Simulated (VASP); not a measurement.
# HfN (I4/mmm) in VASP: notebook

The runs below take HfN through electric field gradients, with PBE.

Everything below comes from runs of VASP 6.6.1. Logs are shortened: lines on timing, memory, paths and dates and some standing lists are left out, and cuts for length are marked.

**1. The cell of the first run**

Symmetry: I4/mmm, No. 139, tetragonal system. Conventional cell: a = 3.163 Å, b = 3.163 Å, c = 4.608 Å, α = 90.00°, β = 90.00°, γ = 90.00°. Hf (site symmetry 4/mmm) has 6 N at 2.24 to 2.30 Å within 3.0 Å. Within 3.0 Å of N (site symmetry 4/mmm) lie 6 Hf at 2.24 to 2.30 Å.

**2. Electric field gradients, PBE (z stretched by +2 % at fixed volume)**

The input, INCAR:

```
PREC = Accurate
ENCUT = 520
EDIFF = 1E-8
ISMEAR = -1
SIGMA = 0.01
LREAL = False
LASPH = True
NELM = 120
ALGO = Normal
ISIF = 2
LWAVE = False
LCHARG = False
GGA = PE
LEFG = True
NBANDS = 14
GGA_COMPAT = False
```

The input, KPOINTS:

```
Automatic mesh
0
Gamma
  10 10 10
```

The input, POSCAR:

```
HfN
1.0
    0.0000000000      2.2367432996      2.3041800000
    2.2367432996      0.0000000000      2.3041800000
    2.2367432996      2.2367432996      0.0000000000
Hf N
1 1
Direct
    0.0000000000      0.0000000000      0.0000000000
    0.5000000000      0.5000000000      0.5000000000
```

Potentials or basis: VASP PAW PBE potentials, release 64 (Hf_pv, N).

Launch:

```bash
> cat potpaw_PBE.64/Hf_pv/POTCAR potpaw_PBE.64/N/POTCAR > POTCAR
> mpirun -np 1 vasp_std > vasp.out
```

OUTCAR:

```text
PREC = Accurate
   ENCUT = 520
   EDIFF = 1E-8
   ISMEAR = -1
   LREAL = False
   LASPH = True
   NELM = 120
   ISIF = 2
   GGA = PE

 ion  position               nearest neighbor table
   1  0.000  0.000  0.000-   2 2.24   2 2.24   2 2.24   2 2.24   2 2.30   2 2.30
   2  0.500  0.500  0.500-   1 2.24   1 2.24   1 2.24   1 2.24   1 2.30   1 2.30

  LATTYP: Found a body centered tetragonal cell.
 ALAT       =     3.1632327098
 C/A-ratio  =     1.4568513994

  Lattice vectors:

 A1 = (  -2.2367432996,   0.0000000000,   2.3041800000)
 A2 = (   2.2367432996,   0.0000000000,   2.3041800000)
 A3 = (   0.0000000000,   2.2367432996,  -2.3041800000)

Analysis of symmetry for initial positions (statically):
=====================================================================
 Subroutine PRICEL returns:
 Original cell was already a primitive cell.

 Routine SETGRP: Setting up the symmetry group for a
 body centered tetragonal supercell.

 Subroutine GETGRP returns: Found 16 space group operations
 (whereof 16 operations were pure point group operations)
 out of a pool of 16 trial point group operations.

The static configuration has the point symmetry D_4h.

Analysis of symmetry for dynamics (positions and initial velocities):
=====================================================================
 Subroutine PRICEL returns:
 Original cell was already a primitive cell.

 Routine SETGRP: Setting up the symmetry group for a
 body centered tetragonal supercell.

 Subroutine GETGRP returns: Found 16 space group operations
 (whereof 16 operations were pure point group operations)
 out of a pool of 16 trial point group operations.

The dynamic configuration has the point symmetry D_4h.

 Subroutine INISYM returns: Found 16 space group operations
 (whereof 16 operations are pure point group operations),
 and found     1 'primitive' translations

----------------------------------------------------------------------------------------

                                     Primitive cell

  volume of cell :      23.0557

  direct lattice vectors                    reciprocal lattice vectors
     0.000000000  2.236743300  2.304180000    -0.223539286  0.223539286  0.216996936
     2.236743300  0.000000000  2.304180000     0.223539286 -0.223539286  0.216996936
     2.236743300  2.236743300  0.000000000     0.223539286  0.223539286 -0.216996936

  length of vectors
     3.211271720  3.211271720  3.163232710     0.383441384  0.383441384  0.383441384

  position of ions in fractional coordinates (direct lattice)
     0.000000000  0.000000000  0.000000000
     0.500000000  0.500000000  0.500000000

  ion indices of the primitive-cell ions
   primitive index   ion index
                 1           1
                 2           2

----------------------------------------------------------------------------------------

 KPOINTS: Automatic mesh

Automatic generation of k-mesh.
 Grid dimensions read from file:
 generate k-points for:   10   10   10

 Generating k-lattice:

  Cartesian coordinates                     Fractional coordinates (reciprocal lattice)
    -0.022353929  0.022353929  0.021699694     0.100000000 -0.000000000  0.000000000
     0.022353929 -0.022353929  0.021699694    -0.000000000  0.100000000  0.000000000
     0.022353929  0.022353929 -0.021699694     0.000000000  0.000000000  0.100000000

  Length of vectors
     0.038344138  0.038344138  0.038344138

  Shift w.r.t. Gamma in fractional coordinates (k-lattice)
     0.000000000  0.000000000  0.000000000

 Subroutine IBZKPT returns following result:
 ===========================================

 Found    102 irreducible k-points:

 Following reciprocal coordinates:
            Coordinates               Weight
  0.000000  0.000000  0.000000      1.000000
  0.100000 -0.000000  0.000000      8.000000
  0.200000 -0.000000  0.000000      8.000000
  0.300000  0.000000  0.000000      8.000000
  0.400000  0.000000  0.000000      8.000000
  0.500000  0.000000  0.000000      4.000000
[... 16 lines left out ...]
  0.300000  0.300000  0.000000      2.000000
  0.400000  0.300000  0.000000      8.000000
 [... further k-points ...]
   k-points           NKPTS =    102   k-points in BZ     NKDIM =    102   number of bands    NBANDS=     14
   number of dos      NEDOS =    301   number of ions     NIONS =      2
   total plane-waves  NPLWV =  13824
   dimension x,y,z NGX =    24 NGY =   24 NGZ =   24
   dimension x,y,z NGXF=    48 NGYF=   48 NGZF=   48
   ions per type =               1   1
   NGX,Y,Z   is equivalent  to a cutoff of  12.42, 12.42, 12.61 a.u.
   NGXF,Y,Z  is equivalent  to a cutoff of  24.85, 24.85, 25.23 a.u.
 SYSTEM =  unknown system
   PREC   = accura    normal or accurate (medium, high low for compatibility)
   ISTART =      0    job   : 0-new  1-cont  2-samecut
   ICHARG =      2    charge: 1-file 2-atom 10-const
   ISPIN  =      1    spin polarized calculation?
   LNONCOLLINEAR =      F non collinear calculations
   LSORBIT =      F    spin-orbit coupling
   LASPH  =      T    aspherical Exc in radial PAW
   ENCUT  =  520.0 eV  38.22 Ry    6.18 a.u.   5.97  5.97  5.88*2*pi/ulx,y,z
   NELM   =    120;   NELMIN=  2; NELMDL= -5     # of ELM steps
   EDIFF  = 0.1E-07   stopping-criterion for ELM
   LREAL  =      F    real-space projection
   EDIFFG = 0.1E-06   stopping-criterion for IOM
   NSW    =      0    number of steps for IOM
   IBRION =     -1    ionic relax: 0-MD 1-quasi-New 2-CG
   NFREE  =      0    steps in history (QN), initial steepest desc. (CG)
   ISIF   =      2    stress and relaxation
   ISYM   =      2    0-nonsym 1-usesym 2-fastsym
   POTIM  = 0.5000    time-step for ionic-motion
   TEBEG  =    0.0;   TEEND  =   0.0 temperature during run
   PSTRESS=    0.0 pullay stress
   NELECT =      15.0000    total number of electrons
   NUPDOWN=      -1.0000    fix difference up-down
   EMIN   =  10.00;   EMAX   =-10.00  energy-range for DOS
   EFERMI =   0.00;   METHOD = LEGACY
   ISMEAR =    -1;   SIGMA  =   0.01  broadening in eV -4-tet -1-fermi 0-gaus
   EFERMI_NEDOS =   21; number of points for ismear=-14 and -15
   IALGO  =     38    algorithm
   IMIX   =      4    mixing-type and parameters
     AMIX     =   0.40;   BMIX     =  1.00
     AMIX_MAG =   1.60;   BMIX_MAG =  1.00
  volume/ion in A,a.u.               =      11.53        77.79
  Fermi-wavevector in a.u.,A,eV,Ry     =   1.418553  2.680677 27.378918  2.012294
  Thomas-Fermi vector in A             =   2.539667
   LORBIT       =      0    0 simple, 1 ext, 2 COOP (PROOUT), +10 PAW based schemes
   GGA     = PE    functional components
   LHFCALC =     F    Hartree Fock is set to
   AEXX    =    0.0000 exact exchange contribution
   IVDW    =     0    specifies the selected vdW correction
   LEPSILON=     F    determine dielectric tensor
   LRPA    =     F    only Hartree local field effects (RPA)
 non-spin polarized calculation
  energy-cutoff  :      520.00
  volume of cell :       23.06
 maximum number of plane-waves:       636
   NGX = 11   NGY = 11   NGZ = 11

 number of electron      15.0000001 magnetization

 Free energy of the ion-electron system (eV)
  ---------------------------------------------------
  ext. energy  EPLUGINS =         0.00000000
  ---------------------------------------------------
  free energy    TOTEN  =       -21.72951322 eV

  energy without entropy =      -21.72924407  energy(sigma->0) =      -21.72937864

 E-fermi :   8.4606     XC(G=0): -12.7304

 val. band max:        8.4418179874   @ k =  -0.2000   0.5000   0.3000
 cond. band min:       8.4626011496   @ k =   0.1000  -0.0000   0.0000
 fundamental gap:      0.0207831622
 Fermi energy:         8.4605721541

 k-point     1 :       0.0000    0.0000    0.0000
  band No.  band energies     occupation
      1     -22.7827      2.00000
      2     -22.7457      2.00000
      3     -22.7457      2.00000
      4      -9.1326      2.00000
      5       5.2610      2.00000
      6       5.3982      2.00000
      7       5.3982      2.00000
      8       7.8234      2.00000
      9       8.1588      2.00000
     10       8.1588      2.00000
     11       9.6179      0.00000
     12      10.5793      0.00000
     13      10.7176      0.00000
     14      17.9612      0.00000

 k-point     2 :       0.1000   -0.0000    0.0000
  band No.  band energies     occupation
      1     -22.8609      2.00000
      2     -22.7785      2.00000
      3     -22.7520      2.00000
      4      -8.9042      2.00000
      5       4.4196      2.00000
      6       4.7746      2.00000
      7       4.8579      2.00000
      8       8.1590      2.00000
      9       8.3929      1.99769
     10       8.4626      0.89890
     11      10.3522      0.00000
     12      11.3308      0.00000
     13      11.4099      0.00000
     14      18.7269      0.00000

 k-point     3 :       0.2000   -0.0000    0.0000
  band No.  band energies     occupation
      1     -23.1116      2.00000
      2     -22.8081      2.00000
      3     -22.7684      2.00000
      4      -8.2905      2.00000
      5       2.7613      2.00000
      6       3.7816      2.00000
      7       3.8568      2.00000
      8       8.6432      0.00000
      9       9.1420      0.00000
     10       9.2371      0.00000
     11      11.9097      0.00000
     12      12.9338      0.00000
     13      13.0284      0.00000
     14      20.5409      0.00000
[... 324 lines left out ...]
 k-point    23 :       0.3000    0.3000    0.0000
  band No.  band energies     occupation
      1     -23.3315      2.00000
      2     -22.9303      2.00000
      3     -22.9303      2.00000
      4      -7.9561      2.00000
      5       1.5925      2.00000
      6       4.6474      2.00000
      7       4.6474      2.00000
      8       5.4733      2.00000
      9      11.7383      0.00000
     10      12.3294      0.00000
     11      12.3294      0.00000
     12      12.4311      0.00000
     13      16.7787      0.00000
     14      20.5905      0.00000

 k-point    24 :       0.4000    0.3000    0.0000
  band No.  band energies     occupation
      1     -23.4356      2.00000
      2     -22.9982      2.00000
      3     -22.9581      2.00000
      4      -7.8108      2.00000
      5       1.7511      2.00000
      6       3.8353      2.00000
      7       4.3509      2.00000
      8       5.9784      2.00000
      9      12.5522      0.00000
     10      12.9250      0.00000
     11      13.0262      0.00000
     12      13.3493      0.00000
     13      17.0586      0.00000
     14      19.4680      0.00000

 [... further k-points ...]

------------------------ aborting loop because EDIFF is reached ----------------------------------------

  FORCE on cell =-STRESS in cart. coord.  units (eV):
  Direction    XX          YY          ZZ          XY          YZ          ZX
  --------------------------------------------------------------------------------------
  -------------------------------------------------------------------------------------
  Total        1.1604053      1.1604053     -0.7741050      0.0000000     -0.0000000      0.0000000
  in kB       80.6383425     80.6383425    -53.7937444      0.0000000     -0.0000000      0.0000000
  external PRESSURE =      35.8276469 kB  Pullay stress =       0.0000000 kB

 VOLUME and BASIS-vectors are now :
 -----------------------------------------------------------------------------
  energy-cutoff  :      520.00
  volume of cell :       23.06
      direct lattice vectors                 reciprocal lattice vectors
     0.000000000  2.236743300  2.304180000    -0.223539286  0.223539286  0.216996936
     2.236743300  0.000000000  2.304180000     0.223539286 -0.223539286  0.216996936
     2.236743300  2.236743300  0.000000000     0.223539286  0.223539286 -0.216996936

 POSITION                                       TOTAL-FORCE (eV/Angst)
 -----------------------------------------------------------------------------------
      0.00000      0.00000      0.00000         0.000000     -0.000000     -0.000000
      2.23674      2.23674      2.30418        -0.000000      0.000000      0.000000
 -----------------------------------------------------------------------------------
    total drift:                                0.000000     -0.000000     -0.000000

  FREE ENERGIE OF THE ION-ELECTRON SYSTEM (eV)
  ---------------------------------------------------
  free  energy   TOTEN  =       -21.7295132208 eV

  energy  without entropy=      -21.7292440681  energy(sigma->0) =      -21.72937864

 Electric field gradients (V/A^2)
---------------------------------------------------------------------
 ion       V_xx      V_yy      V_zz      V_xy      V_xz      V_yz
---------------------------------------------------------------------
   1     -54.397   -54.397   108.795    -0.001    -0.000    -0.000
   2      -5.056    -5.056    10.112     0.002     0.001     0.001
---------------------------------------------------------------------

 Electric field gradients after diagonalization (V/A^2)
 (convention: |V_zz| > |V_xx| > |V_yy|)
----------------------------------------------------------------------
 ion       V_xx      V_yy      V_zz     asymmetry (V_yy - V_xx)/ V_zz
----------------------------------------------------------------------
   1     -54.398   -54.396   108.795       0.000
   2      -5.058    -5.055    10.112       0.000
----------------------------------------------------------------------

           NMR quadrupolar parameters

 Cq : quadrupolar parameter    Cq=e*Q*V_zz/h
 eta: asymmetry parameters     (V_yy - V_xx)/ V_zz
 Q  : nuclear electric quadrupole moment in mb (millibarn)
----------------------------------------------------------------------
 ion       Cq(MHz)       eta       Q (mb)
----------------------------------------------------------------------
   1       0.263       0.000       1.000
   2       0.024       0.000       1.000
----------------------------------------------------------------------
```

Run time: 73 s. Hardware: 1 thread of AMD EPYC, shared host; peak memory 0.13 GiB.

Results:

| Property | Result |
| --- | --- |
| Free energy | -21.7295 eV |
| Pressure | 3.6 GPa |
| Band gap on the k mesh | zero (an odd number of electrons rules out a gap without spin polarisation) |
| Largest electric field gradient by atom | Hf +108.8; N +10.1 V/Å² |

Stress tensor (GPa, compression positive):
```
 8.06  0.00  0.00
 0.00  8.06  0.00
 0.00  0.00 -5.38
```

Electric field gradients, principal values (V/Å²):
```
atom    least   middle  greatest (by size)
1 Hf  -54.396  -54.398             108.795
 2 N   -5.055   -5.058              10.112
```

Caveat: the stress differs along the axes, from -5 to 8 GPa; without QUAD_EFG the Cq values of the log hold for a quadrupole moment of 1 mb, not for the nuclei; spin-orbit coupling is left out, which moves the levels of the heavy elements.

(Part 1 of 2 ends here.)

The gap in the log of VASP goes by the Fermi energy; the results here count the filled bands.